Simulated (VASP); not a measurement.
## KCl: vibrations by perturbation theory with LDA

KCl:

```
CELL_PARAMETERS angstrom
0.00000 3.05446 3.05446
3.05446 0.00000 3.05446
3.05446 3.05446 0.00000
ATOMIC_POSITIONS crystal
K 0.00000 0.00000 0.00000
Cl 0.50000 0.50000 0.50000
```

- Program: VASP 6.6.1
- Task: vibrations by perturbation theory
- Functional: LDA
- Potentials or basis: VASP PAW LDA potentials, release 64 (K_sv, Cl)
- Cutoff: 520 eV
- k mesh: 6 × 6 × 6
- Occupations: gaussian, width 0.01 eV
- Spin: no spin polarisation
- Dipole correction: no
- Further INCAR settings: ALGO = Normal; EDIFF = 1e-08; NBANDS = 15; IBRION = 8; NSW = 1

- Highest phonon frequency at Γ, LO-TO splitting left out: 158 cm⁻¹

Phonon frequencies in cm⁻¹ (negative: imaginary):
```csv
q point,frequencies
"(0.000, 0.000, 0.000)",0 0 0 158 158 158
```

It took 2.1 min on 1 thread of Intel Xeon 8259CL, on a shared host, peak memory 0.22 GiB.
